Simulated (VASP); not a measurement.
# KF (Carobbiite) (Fm-3m) in VASP: settings compared

KF (Carobbiite) is run at these levels: PBE, PBEsol, LDA, revPBE+D3(BJ); tasks: single point.

All numbers are computed with VASP 6.6.1; they aren't measurements. Logs are shortened: lines on timing, memory, paths and dates and some standing lists are left out, and cuts for length are marked.

### 1 The cell of the first run

Symmetry: Fm-3m, No. 225, cubic system. The conventional cell has a = 5.344 Å, b = 5.344 Å, c = 5.344 Å, α = 90.00°, β = 90.00°, γ = 90.00°. K (site symmetry m-3m) has 6 F at 2.67 Å within 3.5 Å. Within 3.5 Å of F (site symmetry m-3m) lie 6 K at 2.67 Å.

### 2 Single point, PBE

Contents of INCAR:

```
SYSTEM = KF
PREC = Accurate ; ENCUT = 520
EDIFF = 1E-6 ; ISMEAR = -1
SIGMA = 0.05 ; LREAL = .FALSE.
LASPH = .TRUE. ; NELM = 80
ALGO = Normal ; ISIF = 2
LWAVE = .FALSE. ; LCHARG = .FALSE.
GGA = PE ; NBANDS = 15
```

Contents of KPOINTS:

```
regular mesh
0
G
  6 6 6
  0 0 0
```

Contents of POSCAR:

```
KF
1.0
    0.0000000000      2.6718500000      2.6718500000
    2.6718500000      0.0000000000      2.6718500000
    2.6718500000      2.6718500000      0.0000000000
K F
1 1
Direct
    0.0000000000      0.0000000000      0.0000000000
    0.5000000000      0.5000000000      0.5000000000
```

Potentials or basis: VASP PAW PBE potentials, release 64 (K_sv, F).

Launch:

```
$ cat potpaw_PBE.64/K_sv/POTCAR potpaw_PBE.64/F/POTCAR > POTCAR
$ mpirun -np 1 vasp_std > vasp.out
```

OUTCAR:

```text
SYSTEM = KF
   PREC = Accurate
   ENCUT = 520
   EDIFF = 1E-6
   ISMEAR = -1
   LREAL = .FALSE.
   LASPH = .TRUE.
   NELM = 80
   ISIF = 2
   GGA = PE

 ion  position               nearest neighbor table
   1  0.000  0.000  0.000-   2 2.67   2 2.67   2 2.67   2 2.67   2 2.67   2 2.67
   2  0.500  0.500  0.500-   1 2.67   1 2.67   1 2.67   1 2.67   1 2.67   1 2.67

  LATTYP: Found a face centered cubic cell.
 ALAT       =     5.3437000000

  Lattice vectors:

 A1 = (   0.0000000000,   2.6718500000,   2.6718500000)
 A2 = (   2.6718500000,   0.0000000000,   2.6718500000)
 A3 = (   2.6718500000,   2.6718500000,   0.0000000000)

Analysis of symmetry for initial positions (statically):
=====================================================================
 Subroutine PRICEL returns:
 Original cell was already a primitive cell.

 Routine SETGRP: Setting up the symmetry group for a
 face centered cubic supercell.

 Subroutine GETGRP returns: Found 48 space group operations
[... 9 lines left out ...]

 Routine SETGRP: Setting up the symmetry group for a
 face centered cubic supercell.

 Subroutine GETGRP returns: Found 48 space group operations
[... 11 lines left out ...]
                                     Primitive cell

  volume of cell :      38.1475

  direct lattice vectors                    reciprocal lattice vectors
     0.000000000  2.671850000  2.671850000    -0.187136254  0.187136254  0.187136254
     2.671850000  0.000000000  2.671850000     0.187136254 -0.187136254  0.187136254
     2.671850000  2.671850000  0.000000000     0.187136254  0.187136254 -0.187136254

  length of vectors
     3.778566507  3.778566507  3.778566507     0.324129500  0.324129500  0.324129500

  position of ions in fractional coordinates (direct lattice)
     0.000000000  0.000000000  0.000000000
     0.500000000  0.500000000  0.500000000

  ion indices of the primitive-cell ions
   primitive index   ion index
                 1           1
                 2           2

----------------------------------------------------------------------------------------

 KPOINTS: regular mesh

Automatic generation of k-mesh.
 Grid dimensions read from file:
 generate k-points for:    6    6    6

 Generating k-lattice:

  Cartesian coordinates                     Fractional coordinates (reciprocal lattice)
    -0.031189376  0.031189376  0.031189376     0.166666667  0.000000000  0.000000000
     0.031189376 -0.031189376  0.031189376     0.000000000  0.166666667  0.000000000
     0.031189376  0.031189376 -0.031189376     0.000000000  0.000000000  0.166666667

  Length of vectors
     0.054021583  0.054021583  0.054021583

  Shift w.r.t. Gamma in fractional coordinates (k-lattice)
     0.000000000  0.000000000  0.000000000

 Subroutine IBZKPT returns following result:
 ===========================================

 Found     16 irreducible k-points:

 Following reciprocal coordinates:
            Coordinates               Weight
  0.000000  0.000000  0.000000      1.000000
  0.166667  0.000000  0.000000      8.000000
  0.333333  0.000000  0.000000      8.000000
  0.500000  0.000000  0.000000      4.000000
  0.166667  0.166667  0.000000      6.000000
  0.333333  0.166667  0.000000     24.000000
[... 8 lines left out ...]
 -0.333333  0.333333  0.166667     24.000000
 -0.333333  0.500000  0.166667     12.000000
   k-points           NKPTS =     16   k-points in BZ     NKDIM =     16   number of bands    NBANDS=     15
   number of dos      NEDOS =    301   number of ions     NIONS =      2
   total plane-waves  NPLWV =  21952
   dimension x,y,z NGX =    28 NGY =   28 NGZ =   28
   dimension x,y,z NGXF=    56 NGYF=   56 NGZF=   56
   ions per type =               1   1
   NGX,Y,Z   is equivalent  to a cutoff of  12.32, 12.32, 12.32 a.u.
   NGXF,Y,Z  is equivalent  to a cutoff of  24.64, 24.64, 24.64 a.u.
 SYSTEM =  KF
   PREC   = accura    normal or accurate (medium, high low for compatibility)
   ISTART =      0    job   : 0-new  1-cont  2-samecut
   ICHARG =      2    charge: 1-file 2-atom 10-const
   ISPIN  =      1    spin polarized calculation?
   LNONCOLLINEAR =      F non collinear calculations
   LSORBIT =      F    spin-orbit coupling
   LASPH  =      T    aspherical Exc in radial PAW
   ENCUT  =  520.0 eV  38.22 Ry    6.18 a.u.   7.03  7.03  7.03*2*pi/ulx,y,z
   NELM   =     80;   NELMIN=  2; NELMDL= -5     # of ELM steps
   EDIFF  = 0.1E-05   stopping-criterion for ELM
   LREAL  =      F    real-space projection
   EDIFFG = 0.1E-04   stopping-criterion for IOM
   NSW    =      0    number of steps for IOM
   IBRION =     -1    ionic relax: 0-MD 1-quasi-New 2-CG
   NFREE  =      0    steps in history (QN), initial steepest desc. (CG)
   ISIF   =      2    stress and relaxation
   ISYM   =      2    0-nonsym 1-usesym 2-fastsym
   POTIM  = 0.5000    time-step for ionic-motion
   TEBEG  =    0.0;   TEEND  =   0.0 temperature during run
   PSTRESS=    0.0 pullay stress
   NELECT =      16.0000    total number of electrons
   NUPDOWN=      -1.0000    fix difference up-down
   EMIN   =  10.00;   EMAX   =-10.00  energy-range for DOS
   EFERMI =   0.00;   METHOD = LEGACY
   ISMEAR =    -1;   SIGMA  =   0.05  broadening in eV -4-tet -1-fermi 0-gaus
   EFERMI_NEDOS =   21; number of points for ismear=-14 and -15
   IALGO  =     38    algorithm
   IMIX   =      4    mixing-type and parameters
     AMIX     =   0.40;   BMIX     =  1.00
     AMIX_MAG =   1.60;   BMIX_MAG =  1.00
  volume/ion in A,a.u.               =      19.07       128.72
  Fermi-wavevector in a.u.,A,eV,Ry     =   1.225442  2.315750 20.431978  1.501708
  Thomas-Fermi vector in A             =   2.360480
   LORBIT       =      0    0 simple, 1 ext, 2 COOP (PROOUT), +10 PAW based schemes
   GGA     = PE    functional components
   LHFCALC =     F    Hartree Fock is set to
   AEXX    =    0.0000 exact exchange contribution
   IVDW    =     0    specifies the selected vdW correction
   LEPSILON=     F    determine dielectric tensor
   LRPA    =     F    only Hartree local field effects (RPA)
 non-spin polarized calculation
  energy-cutoff  :      520.00
  volume of cell :       38.15
 maximum number of plane-waves:      1034
   NGX = 13   NGY = 13   NGZ = 13

 number of electron      16.0000002 magnetization

 Free energy of the ion-electron system (eV)
  ---------------------------------------------------
  ext. energy  EPLUGINS =         0.00000000
  ---------------------------------------------------
  free energy    TOTEN  =        -8.29001673 eV

  energy without entropy =       -8.29001673  energy(sigma->0) =       -8.29001673

 E-fermi :  -1.6600     XC(G=0):  -8.4038

 val. band max:       -2.8045606048   @ k =   0.0000   0.0000   0.0000
 cond. band min:       3.3611120182   @ k =   0.0000   0.0000   0.0000
 fundamental gap:      6.1656726230
 Fermi energy:        -1.6600429415

 k-point     1 :       0.0000    0.0000    0.0000
  band No.  band energies     occupation
      1     -28.9420      2.00000
      2     -21.4602      2.00000
      3     -12.1925      2.00000
      4     -12.1925      2.00000
      5     -12.1925      2.00000
      6      -2.8046      2.00000
      7      -2.8046      2.00000
      8      -2.8046      2.00000
      9       3.3611      0.00000
     10       7.8748      0.00000
     11       7.8748      0.00000
     12       7.8748      0.00000
     13       9.5465      0.00000
     14       9.5465      0.00000
     15      14.1350      0.00000

 k-point     2 :       0.1667    0.0000    0.0000
  band No.  band energies     occupation
      1     -28.9186      2.00000
      2     -21.4823      2.00000
      3     -12.2620      2.00000
      4     -12.2018      2.00000
      5     -12.2018      2.00000
      6      -3.0369      2.00000
      7      -2.8940      2.00000
      8      -2.8940      2.00000
      9       4.1041      0.00000
     10       7.4935      0.00000
     11       8.2355      0.00000
     12       8.2355      0.00000
     13       9.8033      0.00000
     14       9.8033      0.00000
     15      15.3396      0.00000

 k-point     3 :       0.3333    0.0000    0.0000
  band No.  band energies     occupation
      1     -28.8712      2.00000
      2     -21.5265      2.00000
      3     -12.3992      2.00000
      4     -12.2202      2.00000
      5     -12.2202      2.00000
      6      -3.4266      2.00000
      7      -3.0671      2.00000
      8      -3.0671      2.00000
      9       5.6573      0.00000
     10       7.2795      0.00000
     11       8.9554      0.00000
     12       8.9554      0.00000
     13      10.6309      0.00000
     14      10.6309      0.00000
     15      14.9472      0.00000

 k-point     4 :       0.5000    0.0000    0.0000
  band No.  band energies     occupation
      1     -28.8472      2.00000
      2     -21.5483      2.00000
      3     -12.4666      2.00000
      4     -12.2292      2.00000
      5     -12.2292      2.00000
      6      -3.5968      2.00000
      7      -3.1511      2.00000
      8      -3.1511      2.00000
      9       6.2636      0.00000
     10       7.8009      0.00000
     11       9.2671      0.00000
     12       9.2671      0.00000
     13      11.4966      0.00000
     14      11.4966      0.00000
     15      13.3312      0.00000
[... 163 lines left out ...]
 k-point    14 :       0.5000    0.3333    0.1667
  band No.  band energies     occupation
      1     -28.8442      2.00000
      2     -21.5120      2.00000
      3     -12.4862      2.00000
      4     -12.4299      2.00000
      5     -12.2733      2.00000
      6      -3.3016      2.00000
      7      -3.0747      2.00000
      8      -2.9177      2.00000
      9       6.4704      0.00000
     10       6.5869      0.00000
     11       8.8913      0.00000
     12      10.1241      0.00000
     13      10.4881      0.00000
     14      11.6612      0.00000
     15      13.4874      0.00000

 k-point    15 :      -0.3333    0.3333    0.1667
  band No.  band energies     occupation
      1     -28.8296      2.00000
      2     -21.5139      2.00000
      3     -12.5434      2.00000
      4     -12.4943      2.00000
      5     -12.2747      2.00000
      6      -3.2814      2.00000
      7      -3.0344      2.00000
      8      -3.0146      2.00000
      9       6.7604      0.00000
     10       7.0951      0.00000
     11       8.6332      0.00000
     12      10.3925      0.00000
     13      11.0011      0.00000
     14      12.1946      0.00000
     15      12.7017      0.00000

 k-point    16 :      -0.3333    0.5000    0.1667
  band No.  band energies     occupation
      1     -28.8244      2.00000
      2     -21.4960      2.00000
      3     -12.6642      2.00000
      4     -12.4912      2.00000
      5     -12.3112      2.00000
      6      -3.1233      2.00000
      7      -2.9995      2.00000
      8      -2.9243      2.00000
      9       6.1382      0.00000
     10       7.8174      0.00000
     11       8.1368      0.00000
     12      10.7183      0.00000
     13      11.4301      0.00000
     14      12.2563      0.00000
     15      12.5211      0.00000

------------------------ aborting loop because EDIFF is reached ----------------------------------------

  FORCE on cell =-STRESS in cart. coord.  units (eV):
  Direction    XX          YY          ZZ          XY          YZ          ZX
  --------------------------------------------------------------------------------------
  -------------------------------------------------------------------------------------
  Total        0.3378836      0.3378836      0.3378836      0.0000000      0.0000000      0.0000000
  in kB       14.1909524     14.1909524     14.1909524      0.0000000      0.0000000      0.0000000
  external PRESSURE =      14.1909524 kB  Pullay stress =       0.0000000 kB

 VOLUME and BASIS-vectors are now :
 -----------------------------------------------------------------------------
  energy-cutoff  :      520.00
  volume of cell :       38.15
      direct lattice vectors                 reciprocal lattice vectors
     0.000000000  2.671850000  2.671850000    -0.187136254  0.187136254  0.187136254
     2.671850000  0.000000000  2.671850000     0.187136254 -0.187136254  0.187136254
     2.671850000  2.671850000  0.000000000     0.187136254  0.187136254 -0.187136254

 POSITION                                       TOTAL-FORCE (eV/Angst)
 -----------------------------------------------------------------------------------
      0.00000      0.00000      0.00000        -0.000000      0.000000     -0.000000
      2.67185      2.67185      2.67185         0.000000     -0.000000      0.000000
 -----------------------------------------------------------------------------------
    total drift:                                0.000000      0.000000      0.000000

  FREE ENERGIE OF THE ION-ELECTRON SYSTEM (eV)
  ---------------------------------------------------
  free  energy   TOTEN  =        -8.2900167293 eV

  energy  without entropy=       -8.2900167293  energy(sigma->0) =       -8.29001673
```

Wall time 5.4 s (1 thread of Intel Xeon 6975P-C (Granite Rapids), shared host); peak memory 0.15 GiB.

What came out:

```
Free energy            : -8.2900 eV
Pressure               : 1.4 GPa
Band gap on the k mesh : 6.17 eV, direct
```

A hybrid or GW would open this gap; PBE tends to underestimate it.

### 3 Single point, PBEsol (volume scaled by 0.94)

Contents of INCAR:

```
ALGO = Normal
EDIFF = 1E-6
ENCUT = 520
GGA = PS
ISIF = 2
ISMEAR = -1
LASPH = T
LCHARG = F
LREAL = F
LWAVE = F
NBANDS = 15
NELM = 100
PREC = Accurate
SIGMA = 0.05
```

Contents of KPOINTS:

```
k-points
0
Gamma
  9 9 9
```

Contents of POSCAR:

```
KF
1.0
    0.0000000000      2.6173071446      2.6173071446
    2.6173071446      0.0000000000      2.6173071446
    2.6173071446      2.6173071446      0.0000000000
K F
1 1
Direct
    0.0000000000      0.0000000000      0.0000000000
    0.5000000000      0.5000000000      0.5000000000
```

Potentials or basis: VASP PAW PBE potentials, release 64 (K_sv, F).

Launch:

```
$ cat potpaw_PBE.64/K_sv/POTCAR potpaw_PBE.64/F/POTCAR > POTCAR
$ mpirun -np 1 vasp_std > vasp.out
```

It took 26 s on 1 thread of AMD EPYC 7R13 (Zen 3), shared host; peak memory 0.13 GiB.

The run converged. Its results:

```
Free energy            : -8.5106 eV
Pressure               : 1.6 GPa
Band gap on the k mesh : 6.35 eV, direct
```

Levels at points of the mesh, in eV from the valence-band top:
```csv
k point,band 6,band 7,band 8,band 9,band 10,band 11
"(0.00, 0.00, 0.00)",0.00,0.00,0.00,6.35,10.79,10.79
```

Caveat: the PAW data sets were made with another functional, which shifts forces and pressure a little. A k mesh can miss the band edges.

(Continued in part 2 of 2.)
